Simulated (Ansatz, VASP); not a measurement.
**One calculation of CdSe, two programs**

```
CELL_PARAMETERS angstrom
7.21625 0.00000 0.00000
0.00000 4.40822 0.00000
0.00000 0.00000 7.40976
ATOMIC_POSITIONS crystal
Cd 0.82107 0.75000 0.40954
Cd 0.67893 0.25000 0.90954
Cd 0.32107 0.75000 0.09046
Cd 0.17893 0.25000 0.59046
Se 0.82107 0.25000 0.59046
Se 0.67893 0.75000 0.09046
Se 0.32107 0.25000 0.90954
Se 0.17893 0.75000 0.40954
```

Alike in both runs: task single point; functional PBE; k mesh 4 × 4 × 4; occupations gaussian, width 0.1 eV; no spin polarisation.

|  | VASP | Ansatz |
| --- | --- | --- |
| version | VASP 6.6.1 | Ansatz 0.2.0 |
| potentials or method | VASP PAW PBE potentials, release 64 (Cd, Se), cutoff 520 eV | scalar-relativistic, plane waves, PAW |
| valence electrons in the cell | 72 | 144 |

|  | VASP | Ansatz | Ansatz less VASP |
| --- | --- | --- | --- |
| gap on the k mesh at the Fermi level (eV) | 0.98 | 0.98 | 0.000 |
| least direct gap on the mesh (eV) | 0.98 | 0.98 | 0.000 |
| pressure (GPa) | 7.4 | 7.0 | -0.42 |
| traceless stress, the component that is largest in VASP (GPa) | -2.04 | -2.02 | +0.022 |
| rms of the force components (eV/Å) | 0.586 | 0.567 | -0.0186 |

Atom by atom the forces differ by 0.019 eV/Å (rms over components). VASP's potentials hold 72 valence electrons a cell and Ansatz's 144, so a difference there can come from the potentials and not from the codes.
